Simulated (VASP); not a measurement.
Runs of VASP 6.6.1 on Sc. The structure is that of space group P6_3/mmc (No. 194), or close to it. The cells are those of the table. 

| task | cell | k mesh | cutoff (eV) | smearing | gap on the mesh (eV) | pressure (GPa) | relaxed volume (Å³/atom) |
| --- | --- | --- | --- | --- | --- | --- | --- |
| relaxation of cell and atoms | relaxed from a = 3.230, b = 3.230, c = 4.986 Å, angles 90.0, 90.0, 120.0°, 2 atoms | 12 × 12 × 8 | 600 | fermi-dirac 0.15 eV | none | 0.0 | 22.72 |
| single point | a = 3.230, b = 3.230, c = 4.986 Å, angles 90.0, 90.0, 120.0°, 2 atoms | 12 × 12 × 8 | 520 | gaussian 0.1 eV | none | 0.1 | - |
| relaxation of cell and atoms | relaxed from a = 3.230, b = 3.230, c = 4.986 Å, angles 90.0, 90.0, 120.0°, 2 atoms | 12 × 12 × 8 | 600 | gaussian 0.1 eV | none | 0.0 | 22.57 |
| single point | a = 3.225, b = 3.225, c = 5.031 Å, angles 90.0, 90.0, 120.0°, 2 atoms | 12 × 12 × 8 | 520 | fermi-dirac 0.15 eV | none | 0.1 | - |
| single point | a = 3.291, b = 3.291, c = 5.333 Å, angles 90.0, 90.0, 120.0°, 2 atoms | 6 × 6 × 4 | 520 | gaussian 0.1 eV | none | (a) | - |

Alike in all rows: level LDA; potentials or basis VASP PAW LDA potentials, release 64 (Sc_sv); no spin polarisation.

**Question.** Estimate the missing entries.

**Answer.** (a) -5.3.

Caveats: some runs use coarse meshes.

A gap of «none» marks levels without a gap at the run's occupations.
